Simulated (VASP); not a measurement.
# KBr (Fm-3m) in VASP: a series of runs

Runs on KBr. Level: PBE. Tasks: single point.

Everything below comes from runs of VASP 6.6.1. Logs are shortened: lines on timing, memory, paths and dates and some standing lists are left out, and cuts for length are marked.

## Step 1: The cell of the first run

The structure is cubic, space group Fm-3m (No. 225). Conventional cell: a = 6.617 Å, b = 6.617 Å, c = 6.617 Å, α = 90.00°, β = 90.00°, γ = 90.00°. Within 4.4 Å of K (site symmetry m-3m) lie 6 Br at 3.31 Å. Br (site symmetry m-3m) has 6 K at 3.31 Å within 4.4 Å.

## Step 2: Single point, PBE

INCAR

```
PREC = Accurate
ENCUT = 520
EDIFF = 1E-6
ISMEAR = 0
SIGMA = 0.05
LREAL = F
LASPH = T
NELM = 60
ALGO = Normal
ISIF = 2
LWAVE = F
LCHARG = F
GGA = PE
NBANDS = 15
```

KPOINTS

```
Automatic mesh
0
Gamma
  10 10 10
```

POSCAR

```
KBr
1.0
    0.0000000000      3.3083177323      3.3083177323
    3.3083177323      0.0000000000      3.3083177323
    3.3083177323      3.3083177323      0.0000000000
K Br
1 1
Direct
    0.0000000000      0.0000000000      0.0000000000
    0.5000000000      0.5000000000      0.5000000000
```

Potentials or basis: VASP PAW PBE potentials, release 64 (K_sv, Br).

The run is started by

```
$ cat potpaw_PBE.64/K_sv/POTCAR potpaw_PBE.64/Br/POTCAR > POTCAR
$ mpirun -np 1 vasp_std > vasp.out
```

OUTCAR:

```text
PREC = Accurate
   ENCUT = 520
   EDIFF = 1E-6
   ISMEAR = 0
   LREAL = F
   LASPH = T
   NELM = 60
   ISIF = 2
   GGA = PE

 ion  position               nearest neighbor table
   1  0.000  0.000  0.000-
   2  0.500  0.500  0.500-

  LATTYP: Found a face centered cubic cell.
 ALAT       =     6.6166354646

  Lattice vectors:

 A1 = (   0.0000000000,   3.3083177323,   3.3083177323)
 A2 = (   3.3083177323,   0.0000000000,   3.3083177323)
 A3 = (   3.3083177323,   3.3083177323,   0.0000000000)

Analysis of symmetry for initial positions (statically):
=====================================================================
 Subroutine PRICEL returns:
 Original cell was already a primitive cell.

 Routine SETGRP: Setting up the symmetry group for a
 face centered cubic supercell.

 Subroutine GETGRP returns: Found 48 space group operations
 (whereof 48 operations were pure point group operations)
 out of a pool of 48 trial point group operations.

The static configuration has the point symmetry O_h .

Analysis of symmetry for dynamics (positions and initial velocities):
=====================================================================
 Subroutine PRICEL returns:
 Original cell was already a primitive cell.

 Routine SETGRP: Setting up the symmetry group for a
 face centered cubic supercell.

 Subroutine GETGRP returns: Found 48 space group operations
 (whereof 48 operations were pure point group operations)
 out of a pool of 48 trial point group operations.

The dynamic configuration has the point symmetry O_h .

 Subroutine INISYM returns: Found 48 space group operations
 (whereof 48 operations are pure point group operations),
 and found     1 'primitive' translations

----------------------------------------------------------------------------------------

                                     Primitive cell

  volume of cell :      72.4189

  direct lattice vectors                    reciprocal lattice vectors
     0.000000000  3.308317732  3.308317732    -0.151134214  0.151134214  0.151134214
     3.308317732  0.000000000  3.308317732     0.151134214 -0.151134214  0.151134214
     3.308317732  3.308317732  0.000000000     0.151134214  0.151134214 -0.151134214

  length of vectors
     4.678667806  4.678667806  4.678667806     0.261772137  0.261772137  0.261772137

[... 87 lines left out ...]
   ISYM   =      2    0-nonsym 1-usesym 2-fastsym
   POTIM  = 0.5000    time-step for ionic-motion
   TEBEG  =    0.0;   TEEND  =   0.0 temperature during run
   PSTRESS=    0.0 pullay stress
   NELECT =      16.0000    total number of electrons
   NUPDOWN=      -1.0000    fix difference up-down
   EMIN   =  10.00;   EMAX   =-10.00  energy-range for DOS
   EFERMI =   0.00;   METHOD = LEGACY
   ISMEAR =     0;   SIGMA  =   0.05  broadening in eV -4-tet -1-fermi 0-gaus
   EFERMI_NEDOS =   21; number of points for ismear=-14 and -15
   IALGO  =     38    algorithm
   IMIX   =      4    mixing-type and parameters
     AMIX     =   0.40;   BMIX     =  1.00
     AMIX_MAG =   1.60;   BMIX_MAG =  1.00
  volume/ion in A,a.u.               =      36.21       244.35
  Fermi-wavevector in a.u.,A,eV,Ry     =   0.989686  1.870236 13.326624  0.979479
  Thomas-Fermi vector in A             =   2.121303
   LORBIT       =      0    0 simple, 1 ext, 2 COOP (PROOUT), +10 PAW based schemes
   GGA     = PE    functional components
   LHFCALC =     F    Hartree Fock is set to
   AEXX    =    0.0000 exact exchange contribution
   IVDW    =     0    specifies the selected vdW correction
   LEPSILON=     F    determine dielectric tensor
   LRPA    =     F    only Hartree local field effects (RPA)
 non-spin polarized calculation
 Gauss-broadening in eV      SIGMA  =   0.05
  energy-cutoff  :      520.00
  volume of cell :       72.42
 maximum number of plane-waves:      1980
   NGX = 17   NGY = 17   NGZ = 17

 number of electron      15.9999997 magnetization

 Free energy of the ion-electron system (eV)
  ---------------------------------------------------
  ext. energy  EPLUGINS =         0.00000000
  ---------------------------------------------------
  free energy    TOTEN  =        -6.21748227 eV

  energy without entropy =       -6.21748227  energy(sigma->0) =       -6.21748227

 E-fermi :  -1.4611     XC(G=0):  -7.3405

 val. band max:       -1.7704651011   @ k =   0.0000   0.0000   0.0000
 cond. band min:       2.6432899716   @ k =   0.0000   0.0000   0.0000
 fundamental gap:      4.4137550727
 Fermi energy:        -1.4611170564

 k-point     1 :       0.0000    0.0000    0.0000
  band No.  band energies     occupation
      1     -29.5677      2.00000
      2     -14.0535      2.00000
      3     -13.0444      2.00000
      4     -13.0444      2.00000
      5     -13.0444      2.00000
      6      -1.7705      2.00000
      7      -1.7705      2.00000
      8      -1.7705      2.00000
      9       2.6433      0.00000
     10       5.8320      0.00000
     11       5.8320      0.00000
     12       5.8320      0.00000
     13       6.6505      0.00000
     14       6.6505      0.00000
[... 401 lines left out ...]
      2     -14.0623      2.00000
      3     -13.0756      2.00000
      4     -13.0703      2.00000
      5     -12.9982      2.00000
      6      -2.5931      2.00000
      7      -2.0596      2.00000
      8      -2.0188      2.00000
      9       4.4716      0.00000
     10       5.0034      0.00000
     11       7.4466      0.00000
     12       7.6087      0.00000
     13       8.2057      0.00000
     14       8.3254      0.00000
     15       8.9493      0.00000

 [... further k-points ...]

------------------------ aborting loop because EDIFF is reached ----------------------------------------

  FORCE on cell =-STRESS in cart. coord.  units (eV):
  Direction    XX          YY          ZZ          XY          YZ          ZX
  --------------------------------------------------------------------------------------
  -------------------------------------------------------------------------------------
  Total        0.2846956      0.2846956      0.2846956      0.0000000      0.0000000     -0.0000000
  in kB        6.2985379      6.2985379      6.2985379      0.0000000      0.0000000     -0.0000000
  external PRESSURE =       6.2985379 kB  Pullay stress =       0.0000000 kB

 VOLUME and BASIS-vectors are now :
 -----------------------------------------------------------------------------
  energy-cutoff  :      520.00
  volume of cell :       72.42
      direct lattice vectors                 reciprocal lattice vectors
     0.000000000  3.308317732  3.308317732    -0.151134214  0.151134214  0.151134214
     3.308317732  0.000000000  3.308317732     0.151134214 -0.151134214  0.151134214
     3.308317732  3.308317732  0.000000000     0.151134214  0.151134214 -0.151134214

 POSITION                                       TOTAL-FORCE (eV/Angst)
 -----------------------------------------------------------------------------------
      0.00000      0.00000      0.00000        -0.000000     -0.000000     -0.000000
      3.30832      3.30832      3.30832         0.000000      0.000000      0.000000
 -----------------------------------------------------------------------------------
    total drift:                                0.000000      0.000000      0.000000

  FREE ENERGIE OF THE ION-ELECTRON SYSTEM (eV)
  ---------------------------------------------------
  free  energy   TOTEN  =        -6.2174822683 eV

  energy  without entropy=       -6.2174822683  energy(sigma->0) =       -6.21748227
```

It took 84 s on 1 thread of AMD EPYC 7R13, shared host; peak memory 0.2 GiB.

What came out:

- Free energy: -6.2175 eV
- Pressure: 0.6 GPa
- Band gap on the k mesh: 4.41 eV, direct

A k mesh can miss the band edges. PBE gaps usually lie below the measured ones, often by a third to a half.

## Step 3: Single point, PBE

INCAR

```
SYSTEM = KBr
PREC = Accurate
ENCUT = 520
EDIFF = 1E-6
ISMEAR = 0
SIGMA = 0.05
LREAL = .FALSE.
LASPH = .TRUE.
NELM = 80
ALGO = Normal
ISIF = 2
LWAVE = .FALSE.
LCHARG = .FALSE.
GGA = PE
NBANDS = 15
```

KPOINTS

```
Automatic mesh
0
G
  10 10 10
  0 0 0
```

POSCAR

```
KBr
1.0
    0.0000000000      3.3073613289      3.3073613289
    3.3073613289      0.0000000000      3.3073613289
    3.3073613289      3.3073613289      0.0000000000
K Br
1 1
Direct
    0.0000000000      0.0000000000      0.0000000000
    0.5000000000      0.5000000000      0.5000000000
```

Potentials or basis: VASP PAW PBE potentials, release 64 (K_sv, Br).

The run is started by

```
$ cat potpaw_PBE.64/K_sv/POTCAR potpaw_PBE.64/Br/POTCAR > POTCAR
$ mpirun -np 1 vasp_std > vasp.out
```

Run time: 76 s. Hardware: 1 thread of AMD EPYC 7R13, shared host; peak memory 0.2 GiB.

It converged, with:

| Property | Result |
| --- | --- |
| Free energy | -6.2172 eV |
| Pressure | 0.6 GPa |
| Band gap on the k mesh | 4.42 eV, direct |

Levels at points of the mesh, in eV from the valence-band top:
```csv
k point,band 4,band 5,band 6,band 7,band 8,band 9,band 10,band 11,band 12,band 13
"(0.00, 0.00, 0.00)",-11.27,-11.27,0.00,0.00,0.00,4.42,7.60,7.60,7.60,8.42
"(0.50, 0.00, 0.00)",-11.28,-11.03,-1.17,-0.33,-0.33,6.58,8.21,9.75,9.75,10.05
"(0.50, 0.50, 0.00)",-11.31,-11.31,-0.81,-0.28,-0.28,5.87,7.17,9.36,9.47,9.65
```

 A k mesh can miss the band edges.
